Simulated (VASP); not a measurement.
# AlCu5 (P4/mmm) in VASP: a series of runs

Runs on AlCu5. Level: PBE. Tasks: single point.

Program: VASP 6.6.1. These are calculated values, not measurements. Logs are shortened: lines on timing, memory, paths and dates and some standing lists are left out, and cuts for length are marked.

## Step 1: The cell of the first run

It takes space group P4/mmm (No. 123, tetragonal). Conventional cell: a = 3.026 Å, b = 3.026 Å, c = 8.133 Å, α = 90.00°, β = 90.00°, γ = 90.00°. Within 3.4 Å of Al (site symmetry 4/mmm) lie 10 Cu at 2.55 to 2.73 Å and 4 Al at 3.03 Å. Cu (site symmetry 4mm) has 13 Cu at 2.52 to 3.03 Å and 1 Al at 2.73 Å within 3.3 Å. Within 3.3 Å of Cu (site symmetry 4mm) lie 10 Cu at 2.52 to 3.03 Å and 4 Al at 2.55 Å. Within 3.3 Å of Cu (site symmetry 4/mmm) lie 14 Cu at 2.52 to 3.03 Å.

## Step 2: Single point, PBE

INCAR

```
SYSTEM = AlCu5
PREC = Accurate
ENCUT = 520
EDIFF = 1E-6
ISMEAR = 0
SIGMA = 0.1
LREAL = .FALSE.
LASPH = .TRUE.
NELM = 60
ALGO = Fast
ISIF = 2
LWAVE = .FALSE.
LCHARG = .FALSE.
GGA = PE
NBANDS = 38
```

KPOINTS

```
Automatic mesh
0
G
  6 6 2
  0 0 0
```

POSCAR

```
AlCu5
1.0
    3.0258972668      0.0000000000      0.0000000000
    0.0000000000      3.0258972668      0.0000000000
    0.0000000000      0.0000000000      8.1334903756
Al Cu
1 5
Direct
    0.0000000000      0.0000000000      0.5000000000
    0.0000000000      0.0000000000      0.8359318743
    0.5000000000      0.5000000000      0.6712190876
    0.5000000000      0.5000000000      0.3287809124
    0.0000000000      0.0000000000      0.1640681257
    0.5000000000      0.5000000000      0.0000000000
```

Potentials or basis: VASP PAW PBE potentials, release 64 (Al, Cu).

Run with:

```sh
cat potpaw_PBE.64/Al/POTCAR potpaw_PBE.64/Cu/POTCAR > POTCAR
mpirun -np 1 vasp_std > vasp.out
```

OUTCAR:

```text
SYSTEM = AlCu5
   PREC = Accurate
   ENCUT = 520
   EDIFF = 1E-6
   ISMEAR = 0
   LREAL = .FALSE.
   LASPH = .TRUE.
   NELM = 60
   ISIF = 2
   GGA = PE

 ion  position               nearest neighbor table
   1  0.000  0.000  0.500-   3 2.55   4 2.55   3 2.55   4 2.55   3 2.55   4 2.55   3 2.55   4 2.55
                             2 2.73   5 2.73
   2  0.000  0.000  0.836-   6 2.52   6 2.52   6 2.52   6 2.52   3 2.52   3 2.52   3 2.52   3 2.52
                             5 2.67   1 2.73
   3  0.500  0.500  0.671-   2 2.52   2 2.52   2 2.52   2 2.52   1 2.55   1 2.55   1 2.55   1 2.55
                             6 2.67   4 2.79
   4  0.500  0.500  0.329-   5 2.52   5 2.52   5 2.52   5 2.52   1 2.55   1 2.55   1 2.55   1 2.55
                             6 2.67   3 2.79
   5  0.000  0.000  0.164-   6 2.52   6 2.52   6 2.52   6 2.52   4 2.52   4 2.52   4 2.52   4 2.52
                             2 2.67   1 2.73
   6  0.500  0.500  0.000-   2 2.52   5 2.52   2 2.52   5 2.52   2 2.52   5 2.52   2 2.52   5 2.52
                             4 2.67   3 2.67

  LATTYP: Found a simple tetragonal cell.
 ALAT       =     3.0258972668
 C/A-ratio  =     2.6879598540

  Lattice vectors:

 A1 = (   3.0258972668,   0.0000000000,   0.0000000000)
 A2 = (   0.0000000000,   3.0258972668,   0.0000000000)
 A3 = (   0.0000000000,   0.0000000000,   8.1334903756)

Analysis of symmetry for initial positions (statically):
=====================================================================
 Subroutine PRICEL returns:
 Original cell was already a primitive cell.

 Routine SETGRP: Setting up the symmetry group for a
 simple tetragonal supercell.

 Subroutine GETGRP returns: Found 16 space group operations
 (whereof 16 operations were pure point group operations)
 out of a pool of 16 trial point group operations.

The static configuration has the point symmetry D_4h.

Analysis of symmetry for dynamics (positions and initial velocities):
=====================================================================
 Subroutine PRICEL returns:
 Original cell was already a primitive cell.

 Routine SETGRP: Setting up the symmetry group for a
 simple tetragonal supercell.

 Subroutine GETGRP returns: Found 16 space group operations
 (whereof 16 operations were pure point group operations)
 out of a pool of 16 trial point group operations.

The dynamic configuration has the point symmetry D_4h.

 Subroutine INISYM returns: Found 16 space group operations
[... 103 lines left out ...]
   NSW    =      0    number of steps for IOM
   IBRION =     -1    ionic relax: 0-MD 1-quasi-New 2-CG
   NFREE  =      0    steps in history (QN), initial steepest desc. (CG)
   ISIF   =      2    stress and relaxation
   ISYM   =      2    0-nonsym 1-usesym 2-fastsym
   POTIM  = 0.5000    time-step for ionic-motion
   TEBEG  =    0.0;   TEEND  =   0.0 temperature during run
   PSTRESS=    0.0 pullay stress
   NELECT =      58.0000    total number of electrons
   NUPDOWN=      -1.0000    fix difference up-down
   EMIN   =  10.00;   EMAX   =-10.00  energy-range for DOS
   EFERMI =   0.00;   METHOD = LEGACY
   ISMEAR =     0;   SIGMA  =   0.10  broadening in eV -4-tet -1-fermi 0-gaus
   EFERMI_NEDOS =   21; number of points for ismear=-14 and -15
   IALGO  =     68    algorithm
   IMIX   =      4    mixing-type and parameters
     AMIX     =   0.40;   BMIX     =  1.00
     AMIX_MAG =   1.60;   BMIX_MAG =  1.00
  volume/ion in A,a.u.               =      12.41        83.76
  Fermi-wavevector in a.u.,A,eV,Ry     =   1.506222  2.846347 30.867612  2.268705
  Thomas-Fermi vector in A             =   2.616968
   LORBIT       =      0    0 simple, 1 ext, 2 COOP (PROOUT), +10 PAW based schemes
   GGA     = PE    functional components
   LHFCALC =     F    Hartree Fock is set to
   AEXX    =    0.0000 exact exchange contribution
   IVDW    =     0    specifies the selected vdW correction
   LEPSILON=     F    determine dielectric tensor
   LRPA    =     F    only Hartree local field effects (RPA)
 non-spin polarized calculation
 RMM-DIIS sequential band-by-band and
 Gauss-broadening in eV      SIGMA  =   0.10
  energy-cutoff  :      520.00
  volume of cell :       74.47
 maximum number of plane-waves:      2040
 NGX is ok and might be reduce to    24
   NGX = 11   NGY = 11   NGZ = 31

 number of electron      57.9999992 magnetization

 Free energy of the ion-electron system (eV)
  ---------------------------------------------------
  ext. energy  EPLUGINS =         0.00000000
  ---------------------------------------------------
  free energy    TOTEN  =       -22.95573238 eV

  energy without entropy =      -22.94899151  energy(sigma->0) =      -22.95236195

 E-fermi :   7.9542     XC(G=0): -12.2563

 val. band max:        7.8960183732   @ k =   0.3333   0.1667   0.5000
 cond. band min:       8.0167252304   @ k =   0.5000   0.5000   0.0000
 fundamental gap:      0.1207068573
 Fermi energy:         7.9542270692

 k-point     1 :       0.0000    0.0000    0.0000
  band No.  band energies     occupation
      1      -2.3629      2.00000
      2       0.2921      2.00000
      3       0.4088      2.00000
      4       3.3250      2.00000
      5       3.4188      2.00000
      6       3.4352      2.00000
[... 809 lines left out ...]
     37      12.9308      0.00000
     38      13.4319      0.00000

------------------------ aborting loop because EDIFF is reached ----------------------------------------

  FORCE on cell =-STRESS in cart. coord.  units (eV):
  Direction    XX          YY          ZZ          XY          YZ          ZX
  --------------------------------------------------------------------------------------
  -------------------------------------------------------------------------------------
  Total        0.0888529      0.0888529      0.1416347      0.0000000     -0.0000000      0.0000000
  in kB        1.9115985      1.9115985      3.0471584      0.0000000     -0.0000000      0.0000000
  external PRESSURE =       2.2901184 kB  Pullay stress =       0.0000000 kB

 VOLUME and BASIS-vectors are now :
 -----------------------------------------------------------------------------
  energy-cutoff  :      520.00
  volume of cell :       74.47
      direct lattice vectors                 reciprocal lattice vectors
     3.025897267  0.000000000  0.000000000     0.330480486  0.000000000  0.000000000
     0.000000000  3.025897267  0.000000000     0.000000000  0.330480486  0.000000000
     0.000000000  0.000000000  8.133490376     0.000000000  0.000000000  0.122948446

 POSITION                                       TOTAL-FORCE (eV/Angst)
 -----------------------------------------------------------------------------------
      0.00000      0.00000      4.06675        -0.000000     -0.000000     -0.000000
      0.00000      0.00000      6.79904        -0.000000     -0.000000     -0.005722
      1.51295      1.51295      5.45935         0.000000      0.000000      0.008824
      1.51295      1.51295      2.67414        -0.000000     -0.000000     -0.008824
      0.00000      0.00000      1.33445        -0.000000     -0.000000      0.005722
      1.51295      1.51295      0.00000        -0.000000     -0.000000     -0.000000
 -----------------------------------------------------------------------------------
    total drift:                                0.000000     -0.000000     -0.000000

  FREE ENERGIE OF THE ION-ELECTRON SYSTEM (eV)
  ---------------------------------------------------
  free  energy   TOTEN  =       -22.9557323839 eV

  energy  without entropy=      -22.9489915136  energy(sigma->0) =      -22.95236195
```

OSZICAR:

```text
N       E                     dE             d eps       ncg     rms          rms(c)
DAV:   1     0.471772497253E+03    0.47177E+03   -0.24965E+04  1544   0.251E+03
DAV:   2     0.231588877457E+02   -0.44861E+03   -0.43463E+03  1520   0.428E+02
DAV:   3    -0.270928243528E+02   -0.50252E+02   -0.47437E+02  1654   0.189E+02
DAV:   4    -0.287526726458E+02   -0.16598E+01   -0.16513E+01  1928   0.467E+01
DAV:   5    -0.287837509383E+02   -0.31078E-01   -0.31072E-01  2340   0.549E+00    0.198E+01
RMM:   6    -0.265536513591E+02    0.22301E+01   -0.63142E+01  1728   0.105E+02    0.130E+01
RMM:   7    -0.229563188425E+02    0.35973E+01   -0.15019E+01  1595   0.546E+01    0.145E+00
RMM:   8    -0.229512807291E+02    0.50381E-02   -0.39180E-01  1754   0.668E+00    0.639E-01
RMM:   9    -0.229553514997E+02   -0.40708E-02   -0.12561E-01  1808   0.208E+00    0.342E-01
RMM:  10    -0.229553991464E+02   -0.47647E-04   -0.26319E-02  1821   0.180E+00    0.170E-01
RMM:  11    -0.229556963469E+02   -0.29720E-03   -0.10785E-02  1909   0.862E-01    0.137E-01
RMM:  12    -0.229557153501E+02   -0.19003E-04   -0.27107E-03  1914   0.409E-01    0.584E-02
RMM:  13    -0.229558188581E+02   -0.10351E-03   -0.12827E-03  1875   0.302E-01    0.856E-02
RMM:  14    -0.229557263521E+02    0.92506E-04   -0.35937E-04  1755   0.239E-01    0.217E-02
RMM:  15    -0.229557289515E+02   -0.25994E-05   -0.18134E-04  2096   0.983E-02    0.438E-03
RMM:  16    -0.229557321990E+02   -0.32475E-05   -0.22141E-05  1881   0.366E-02    0.824E-03
RMM:  17    -0.229557323839E+02   -0.18487E-06   -0.50914E-06  1344   0.230E-02
   1 F= -.22955732E+02 E0= -.22952362E+02  d E =-.674087E-02
```

stdout:

```text
POSCAR found type information on POSCAR AlCu
 POSCAR found :  2 types and       6 ions
 scaLAPACK will be used
 LDA part: xc-table for (Slater+PW92), standard interpolation
 POSCAR, INCAR and KPOINTS ok, starting setup
 FFT: planning ... GRIDC
 FFT: planning ... GRID_SOFT
 FFT: planning ... GRID
 WAVECAR not read
 entering main loop
```

It took 46 s on 1 thread of Intel Xeon Platinum 8488C (Sapphire Rapids), shared host; peak memory 0.19 GiB.

Results:

```
Free energy            : -22.9557 eV
Pressure               : 0.2 GPa
Largest force          : 0.009 eV/Å
Band gap on the k mesh : zero (bands 29 and 30 overlap by 2.94 eV)
```

Forces on the atoms (eV/Å):
```
Al   0.000  0.000  0.000
Cu   0.000  0.000 -0.006
Cu   0.000  0.000  0.009
Cu   0.000  0.000 -0.009
Cu   0.000  0.000  0.006
Cu   0.000  0.000  0.000
```

Levels at points of the mesh, in eV from the Fermi level:
| k point | band 25 | band 26 | band 27 | band 28 | band 29 | band 30 | band 31 | band 32 | band 33 | band 34 |
| --- | --- | --- | --- | --- | --- | --- | --- | --- | --- | --- |
| (0.00, 0.00, 0.00) | -2.20 | -2.05 | -2.05 | -1.74 | 0.94 | 1.12 | 5.01 | 5.01 | 7.15 | 8.49 |
| (0.50, 0.00, 0.00) | -2.13 | -1.72 | -1.68 | -1.52 | -1.51 | -1.41 | -1.36 | 4.24 | 4.59 | 5.92 |
| (0.50, 0.50, 0.00) | -2.14 | -2.08 | -2.08 | 0.06 | 1.11 | 1.69 | 1.69 | 2.20 | 2.20 | 3.08 |
| (0.00, 0.00, 0.50) | -2.14 | -2.14 | -1.74 | -1.73 | -1.36 | 5.32 | 5.37 | 5.37 | 5.75 | 6.88 |
| (0.50, 0.00, 0.50) | -1.99 | -1.82 | -1.71 | -1.71 | -1.71 | -1.14 | -0.90 | 2.67 | 3.04 | 9.13 |
| (0.50, 0.50, 0.50) | -2.14 | -0.50 | -0.50 | -0.44 | -0.44 | 0.07 | 1.12 | 2.93 | 3.27 | 4.47 |

Caveat: the k points lie up to 0.39 Å⁻¹ apart, too coarse for converged energies and pressures of a metal.

## Step 3: Single point, PBE

This run uses another cell than the first one, of 13.25 Å³/atom.

INCAR

```
SYSTEM = AlCu5
ALGO     = Normal         ! electronic algorithm
EDIFF    = 1E-6           ! SCF threshold, eV
ENCUT    = 520            ! plane-wave cutoff, eV
GGA      = PE             ! functional
ISIF     = 2              ! what is computed and relaxed
ISMEAR   = 0              ! smearing method
LASPH    = .TRUE.         ! aspherical terms in the spheres
LCHARG   = .FALSE.        ! write CHGCAR
LREAL    = .FALSE.        ! projectors in reciprocal space
LWAVE    = .FALSE.        ! write WAVECAR
NBANDS   = 38             ! bands
NELM     = 100            ! most SCF steps
PREC     = Accurate       ! precision mode
SIGMA    = 0.1            ! smearing width, eV
```

KPOINTS

```
k-points
0
G
  6 6 2
  0 0 0
```

POSCAR

```
AlCu5
1.0
    2.6560905400      0.0000000000      0.0000000000
    0.0000000000      2.6560905400      0.0000000000
    0.0000000000      0.0000000000     11.2688377800
Al Cu
1 5
Direct
    0.0000000000      0.0000000000      0.5000000000
    0.0000000000      0.0000000000      0.8333333300
    0.5000000000      0.5000000000      0.6666666700
    0.5000000000      0.5000000000      0.3333333300
    0.0000000000      0.0000000000      0.1666666700
    0.5000000000      0.5000000000      0.0000000000
```

Potentials or basis: VASP PAW PBE potentials, release 64 (Al, Cu).

Run with:

```sh
cat potpaw_PBE.64/Al/POTCAR potpaw_PBE.64/Cu/POTCAR > POTCAR
mpirun -np 1 vasp_std > vasp.out
```

It took 58 s on 1 thread of Intel Xeon Platinum 8488C (Sapphire Rapids), shared host; peak memory 0.19 GiB.

Results (log left out):

```yaml
Free_energy: -22.4662 eV
Pressure: -6.4 GPa
Largest_force: 0.164 eV/Å
Band_gap_on_the_k_mesh: zero (bands 29 and 30 overlap by 4.13 eV)
```

Forces on the atoms (eV/Å):
```
Al   0.000  0.000  0.000
Cu   0.000  0.000  0.164
Cu   0.000  0.000  0.006
Cu   0.000  0.000 -0.006
Cu   0.000  0.000 -0.164
Cu   0.000  0.000  0.000
```

Stress tensor (GPa, compression positive):
```
-5.10  0.00  0.00
 0.00 -5.10  0.00
 0.00  0.00 -9.05
```

Levels at points of the mesh, in eV from the Fermi level:
```
           k point  band 25  band 26  band 27  band 28  band 29  band 30  band 31  band 32  band 33  band 34
(0.00, 0.00, 0.00)    -2.11    -2.00    -1.87    -1.68    -1.66    -1.66     0.62     4.47     8.39     9.50
(0.50, 0.00, 0.00)    -1.77    -1.74    -1.74    -1.13    -0.88    -0.56    -0.51     1.25     2.00     3.49
(0.50, 0.50, 0.00)    -1.44    -0.31    -0.31     1.58     2.46     2.46     2.66     2.66     2.84     5.58
(0.00, 0.00, 0.50)    -2.00    -1.87    -1.68    -1.67    -1.67    -1.31    -0.68     5.95     7.86     8.39
(0.50, 0.00, 0.50)    -1.74    -1.74    -1.61    -1.55    -0.87    -0.60    -0.50     1.03     1.65     4.77
(0.50, 0.50, 0.50)    -1.44    -0.06    -0.06     1.57     1.57     1.58     2.84     4.28     4.28     4.59
```

Caveat: the k points lie up to 0.39 Å⁻¹ apart, too coarse for converged energies and pressures of a metal.

The gap in the log of VASP goes by the Fermi energy; the results here count the filled bands.